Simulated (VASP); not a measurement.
# Be3GeF2 (R-3m) in VASP: further runs

Runs on Be3GeF2. Level: PBE. Tasks: single point.

Program: VASP 6.6.1. These are calculated values, not measurements. Logs are shortened: lines on timing, memory, paths and dates and some standing lists are left out, and cuts for length are marked.

## (1) The cell of the first run

The structure is trigonal, space group R-3m (No. 166). The conventional cell has a = 4.583 Å, b = 4.583 Å, c = 11.333 Å, α = 90.00°, β = 90.00°, γ = 120.00°. Within 2.5 Å of Be (site symmetry 2/m) lie 2 F at 1.92 Å and 4 Be at 2.29 Å and 2 Ge at 2.29 Å. Ge (site symmetry -3m) has 6 Be at 2.29 Å and 8 F at 2.38 to 2.99 Å within 3.0 Å. F (site symmetry 3m) has 3 Be at 1.92 Å and 1 Ge at 2.38 Å within 2.5 Å.

## (2) Single point, PBE

Contents of INCAR:

```
PREC     = Accurate       # precision mode
ENCUT    = 520            # plane-wave cutoff, eV
EDIFF    = 1E-6           # SCF threshold, eV
ISMEAR   = 0              # smearing method
SIGMA    = 0.1            # smearing width, eV
LREAL    = F              # projectors in reciprocal space
LASPH    = T              # aspherical terms in the spheres
NELM     = 80             # most SCF steps
ALGO     = Normal         # electronic algorithm
ISIF     = 2              # what is computed and relaxed
LWAVE    = F              # write WAVECAR
LCHARG   = F              # write CHGCAR
GGA      = PE             # functional
NBANDS   = 26             # bands
```

Contents of KPOINTS:

```
regular mesh
0
Gamma
  4 4 4
```

Contents of POSCAR:

```
Be3GeF2
1.0
    2.2915314912      1.3230163208      3.7777091942
   -2.2915314912      1.3230163208      3.7777091942
    0.0000000000     -2.6460326490      3.7777091916
Be Ge F
3 1 2
Direct
    0.0000000000      0.5000000000      0.0000000000
    0.5000000000      0.0000000000      0.0000000000
    0.0000000000      0.0000000000      0.5000000000
    0.5000000000      0.5000000000      0.5000000000
    0.7103817096      0.7103817096      0.7103817096
    0.2896182904      0.2896182904      0.2896182904
```

Potentials or basis: VASP PAW PBE potentials, release 64 (Be, Ge_d, F).

Command:

```
$ cat potpaw_PBE.64/Be/POTCAR potpaw_PBE.64/Ge_d/POTCAR potpaw_PBE.64/F/POTCAR > POTCAR
$ mpirun -np 1 vasp_std > vasp.out
```

OUTCAR:

```text
PREC = Accurate
   ENCUT = 520
   EDIFF = 1E-6
   ISMEAR = 0
   LREAL = F
   LASPH = T
   NELM = 80
   ISIF = 2
   GGA = PE

 ion  position               nearest neighbor table
   1  0.000  0.500  0.000-   5 1.92   6 1.92   3 2.29   4 2.29   3 2.29   4 2.29   2 2.29   2 2.29

   2  0.500  0.000  0.000-   5 1.92   6 1.92   3 2.29   4 2.29   4 2.29   3 2.29   1 2.29   1 2.29

   3  0.000  0.000  0.500-   5 1.92   6 1.92   1 2.29   2 2.29   1 2.29   2 2.29   4 2.29   4 2.29

   4  0.500  0.500  0.500-   1 2.29   2 2.29   2 2.29   1 2.29   3 2.29   3 2.29   5 2.38   6 2.38

   5  0.710  0.710  0.710-   3 1.92   2 1.92   1 1.92   4 2.38
   6  0.290  0.290  0.290-   3 1.92   2 1.92   1 1.92   4 2.38

  LATTYP: Found a trigonal (rhomboedric) cell.
 ALAT       =     4.6122202372
 COS(alpha) =     0.5063017573

  Lattice vectors:

 A1 = (   2.2915314912,   1.3230163208,   3.7777091942)
 A2 = (  -2.2915314912,   1.3230163208,   3.7777091942)
 A3 = (   0.0000000000,  -2.6460326490,   3.7777091916)

Analysis of symmetry for initial positions (statically):
=====================================================================
 Subroutine PRICEL returns:
 Original cell was already a primitive cell.

 Routine SETGRP: Setting up the symmetry group for a
 trigonal (rhombohedral) supercell.

 Subroutine GETGRP returns: Found 12 space group operations
 (whereof 12 operations were pure point group operations)
 out of a pool of 12 trial point group operations.

The static configuration has the point symmetry D_3d.

Analysis of symmetry for dynamics (positions and initial velocities):
=====================================================================
 Subroutine PRICEL returns:
 Original cell was already a primitive cell.

 Routine SETGRP: Setting up the symmetry group for a
 trigonal (rhombohedral) supercell.

 Subroutine GETGRP returns: Found 12 space group operations
 (whereof 12 operations were pure point group operations)
 out of a pool of 12 trial point group operations.

The dynamic configuration has the point symmetry D_3d.

 Subroutine INISYM returns: Found 12 space group operations
 (whereof 12 operations are pure point group operations),
 and found     1 'primitive' translations

----------------------------------------------------------------------------------------

                                     Primitive cell

  volume of cell :      68.7180

  direct lattice vectors                    reciprocal lattice vectors
     2.291531491  1.323016321  3.777709194     0.218194689  0.125974762  0.088236896
    -2.291531491  1.323016321  3.777709194    -0.218194689  0.125974762  0.088236896
     0.000000000 -2.646032649  3.777709192     0.000000000 -0.251949524  0.088236896

  length of vectors
     4.612220237  4.612220237  4.612220237     0.266953765  0.266953765  0.266953765

  position of ions in fractional coordinates (direct lattice)
     0.000000000  0.500000000  0.000000000
     0.500000000  0.000000000  0.000000000
     0.000000000  0.000000000  0.500000000
     0.500000000  0.500000000  0.500000000
     0.710381710  0.710381710  0.710381710
     0.289618290  0.289618290  0.289618290

  ion indices of the primitive-cell ions
   primitive index   ion index
                 1           1
                 2           2
                 3           3
                 4           4
                 5           5
                 6           6

----------------------------------------------------------------------------------------

 KPOINTS: regular mesh

Automatic generation of k-mesh.
 Grid dimensions read from file:
 generate k-points for:    4    4    4

 Generating k-lattice:

  Cartesian coordinates                     Fractional coordinates (reciprocal lattice)
     0.054548672  0.031493691  0.022059224     0.250000000  0.000000000  0.000000000
    -0.054548672  0.031493691  0.022059224     0.000000000  0.250000000  0.000000000
     0.000000000 -0.062987381  0.022059224     0.000000000  0.000000000  0.250000000

  Length of vectors
     0.066738441  0.066738441  0.066738441

  Shift w.r.t. Gamma in fractional coordinates (k-lattice)
     0.000000000  0.000000000  0.000000000

 Subroutine IBZKPT returns following result:
 ===========================================

 Found     13 irreducible k-points:

 Following reciprocal coordinates:
            Coordinates               Weight
  0.000000  0.000000  0.000000      1.000000
  0.250000 -0.000000  0.000000      6.000000
  0.500000 -0.000000  0.000000      3.000000
  0.250000  0.250000  0.000000      6.000000
  0.500000  0.250000 -0.000000     12.000000
 -0.250000  0.250000  0.000000      6.000000
  0.500000  0.500000  0.000000      3.000000
  0.250000  0.250000  0.250000      2.000000
  0.500000  0.250000  0.250000      6.000000
 -0.250000  0.250000  0.250000      6.000000
  0.500000  0.500000  0.250000      6.000000
 -0.250000  0.500000  0.250000      6.000000
  0.500000  0.500000  0.500000      1.000000
   k-points           NKPTS =     13   k-points in BZ     NKDIM =     13   number of bands    NBANDS=     26
   number of dos      NEDOS =    301   number of ions     NIONS =      6
   total plane-waves  NPLWV =  46656
   dimension x,y,z NGX =    36 NGY =   36 NGZ =   36
   dimension x,y,z NGXF=    72 NGYF=   72 NGZF=   72
   ions per type =               3   1   2
   NGX,Y,Z   is equivalent  to a cutoff of  12.98, 12.98, 12.98 a.u.
   NGXF,Y,Z  is equivalent  to a cutoff of  25.95, 25.95, 25.95 a.u.
 SYSTEM =  unknown system
   PREC   = accura    normal or accurate (medium, high low for compatibility)
   ISTART =      0    job   : 0-new  1-cont  2-samecut
   ICHARG =      2    charge: 1-file 2-atom 10-const
   ISPIN  =      1    spin polarized calculation?
   LNONCOLLINEAR =      F non collinear calculations
   LSORBIT =      F    spin-orbit coupling
   LASPH  =      T    aspherical Exc in radial PAW
   ENCUT  =  520.0 eV  38.22 Ry    6.18 a.u.   8.58  8.58  8.58*2*pi/ulx,y,z
   NELM   =     80;   NELMIN=  2; NELMDL= -5     # of ELM steps
   EDIFF  = 0.1E-05   stopping-criterion for ELM
   LREAL  =      F    real-space projection
   EDIFFG = 0.1E-04   stopping-criterion for IOM
   NSW    =      0    number of steps for IOM
   IBRION =     -1    ionic relax: 0-MD 1-quasi-New 2-CG
   NFREE  =      0    steps in history (QN), initial steepest desc. (CG)
   ISIF   =      2    stress and relaxation
   ISYM   =      2    0-nonsym 1-usesym 2-fastsym
   POTIM  = 0.5000    time-step for ionic-motion
   TEBEG  =    0.0;   TEEND  =   0.0 temperature during run
   PSTRESS=    0.0 pullay stress
   NELECT =      34.0000    total number of electrons
   NUPDOWN=      -1.0000    fix difference up-down
   EMIN   =  10.00;   EMAX   =-10.00  energy-range for DOS
   EFERMI =   0.00;   METHOD = LEGACY
   ISMEAR =     0;   SIGMA  =   0.10  broadening in eV -4-tet -1-fermi 0-gaus
   EFERMI_NEDOS =   21; number of points for ismear=-14 and -15
   IALGO  =     38    algorithm
   IMIX   =      4    mixing-type and parameters
     AMIX     =   0.40;   BMIX     =  1.00
     AMIX_MAG =   1.60;   BMIX_MAG =  1.00
  volume/ion in A,a.u.               =      11.45        77.29
  Fermi-wavevector in a.u.,A,eV,Ry     =   1.294824  2.446863 22.811122  1.676570
  Thomas-Fermi vector in A             =   2.426383
   LORBIT       =      0    0 simple, 1 ext, 2 COOP (PROOUT), +10 PAW based schemes
   GGA     = PE    functional components
   LHFCALC =     F    Hartree Fock is set to
   AEXX    =    0.0000 exact exchange contribution
   IVDW    =     0    specifies the selected vdW correction
   LEPSILON=     F    determine dielectric tensor
   LRPA    =     F    only Hartree local field effects (RPA)
 non-spin polarized calculation
 Gauss-broadening in eV      SIGMA  =   0.10
  energy-cutoff  :      520.00
  volume of cell :       68.72
 maximum number of plane-waves:      1874
 NGX is ok and might be reduce to    36
   NGX = 17   NGY = 17   NGZ = 17

 number of electron      33.9999996 magnetization

 Free energy of the ion-electron system (eV)
  ---------------------------------------------------
  ext. energy  EPLUGINS =         0.00000000
  ---------------------------------------------------
  free energy    TOTEN  =       -24.04085658 eV

  energy without entropy =      -24.04085658  energy(sigma->0) =      -24.04085658

 E-fermi :   4.5821     XC(G=0): -10.0038

 val. band max:        4.1367491361   @ k =  -0.2500   0.2500   0.0000
 cond. band min:       5.0916887965   @ k =   0.5000   0.5000   0.2500
 fundamental gap:      0.9549396604
 Fermi energy:         4.5821109392

 k-point     1 :       0.0000    0.0000    0.0000
  band No.  band energies     occupation
      1     -20.7733      2.00000
      2     -20.4109      2.00000
      3     -20.3919      2.00000
      4     -20.3919      2.00000
      5     -20.3778      2.00000
      6     -20.1969      2.00000
[... 18 lines left out ...]
     25      12.4805      0.00000
     26      14.2055      0.00000

 k-point     2 :       0.2500   -0.0000    0.0000
  band No.  band energies     occupation
      1     -20.7474      2.00000
      2     -20.4570      2.00000
      3     -20.4049      2.00000
      4     -20.3921      2.00000
      5     -20.3451      2.00000
      6     -20.1978      2.00000
[... 18 lines left out ...]
     25      13.2269      0.00000
     26      14.4257      0.00000

 k-point     3 :       0.5000   -0.0000    0.0000
  band No.  band energies     occupation
      1     -20.7258      2.00000
      2     -20.4740      2.00000
      3     -20.4106      2.00000
      4     -20.3924      2.00000
      5     -20.3387      2.00000
      6     -20.1987      2.00000
[... 253 lines left out ...]
 k-point    12 :      -0.2500    0.5000    0.2500
  band No.  band energies     occupation
      1     -20.6760      2.00000
      2     -20.6017      2.00000
      3     -20.3941      2.00000
      4     -20.3782      2.00000
      5     -20.2792      2.00000
      6     -20.1892      2.00000
[... 18 lines left out ...]
     25      13.5669      0.00000
     26      14.7935      0.00000

 k-point    13 :       0.5000    0.5000    0.5000
  band No.  band energies     occupation
      1     -20.6881      2.00000
      2     -20.6520      2.00000
      3     -20.3908      2.00000
      4     -20.3908      2.00000
      5     -20.1970      2.00000
      6     -20.1970      2.00000
[... 18 lines left out ...]
     25      13.5234      0.00000
     26      13.5234      0.00000

------------------------ aborting loop because EDIFF is reached ----------------------------------------

  FORCE on cell =-STRESS in cart. coord.  units (eV):
  Direction    XX          YY          ZZ          XY          YZ          ZX
  --------------------------------------------------------------------------------------
  -------------------------------------------------------------------------------------
  Total       -0.0173304     -0.0173304      0.0223258      0.0000000     -0.0000000     -0.0000000
  in kB       -0.4040614     -0.4040614      0.5205310      0.0000000     -0.0000000     -0.0000000
  external PRESSURE =      -0.0958639 kB  Pullay stress =       0.0000000 kB

 VOLUME and BASIS-vectors are now :
 -----------------------------------------------------------------------------
  energy-cutoff  :      520.00
  volume of cell :       68.72
      direct lattice vectors                 reciprocal lattice vectors
     2.291531491  1.323016321  3.777709194     0.218194689  0.125974762  0.088236896
    -2.291531491  1.323016321  3.777709194    -0.218194689  0.125974762  0.088236896
     0.000000000 -2.646032649  3.777709192     0.000000000 -0.251949524  0.088236896

 POSITION                                       TOTAL-FORCE (eV/Angst)
 -----------------------------------------------------------------------------------
     -1.14577      0.66151      1.88885        -0.000000      0.000000      0.000000
      1.14577      0.66151      1.88885        -0.000000      0.000000     -0.000000
      0.00000     -1.32302      1.88885         0.000000      0.000000      0.000000
      0.00000     -0.00000      5.66656         0.000000      0.000000      0.000000
      0.00000     -0.00000      8.05085         0.000000      0.000000     -0.026187
      0.00000     -0.00000      3.28228         0.000000     -0.000000      0.026187
 -----------------------------------------------------------------------------------
    total drift:                               -0.000000     -0.000000      0.000000

  FREE ENERGIE OF THE ION-ELECTRON SYSTEM (eV)
  ---------------------------------------------------
  free  energy   TOTEN  =       -24.0408565785 eV

  energy  without entropy=      -24.0408565784  energy(sigma->0) =      -24.04085658
```

Wall time 39 s (1 thread of Intel Xeon 8259CL, shared host); peak memory 0.21 GiB.

Results:

```yaml
Free_energy: -24.0409 eV
Pressure: 0.0 GPa
Largest_force: 0.026 eV/Å
Band_gap_on_the_k_mesh: 0.95 eV (least direct gap 1.75 eV)
```

Forces on the atoms (eV/Å):
```
Be   0.000  0.000  0.000
Be   0.000  0.000  0.000
Be   0.000  0.000  0.000
Ge   0.000  0.000  0.000
F    0.000  0.000 -0.026
F    0.000  0.000  0.026
```

Levels at points of the mesh, in eV from the valence-band top:
| k point | band 15 | band 16 | band 17 | band 18 | band 19 | band 20 |
| --- | --- | --- | --- | --- | --- | --- |
| (0.00, 0.00, 0.00) | -3.01 | -3.01 | -1.02 | 1.62 | 4.22 | 4.47 |
| (0.50, 0.00, 0.00) | -2.87 | -2.42 | -0.06 | 2.28 | 4.17 | 4.46 |
| (0.50, 0.50, 0.00) | -3.37 | -1.70 | -0.96 | 1.78 | 4.36 | 4.84 |
| (0.50, 0.50, 0.50) | -2.25 | -2.25 | -1.48 | 1.29 | 1.70 | 4.14 |

A k mesh can miss the band edges.

(Part 1 of 2 ends here.)
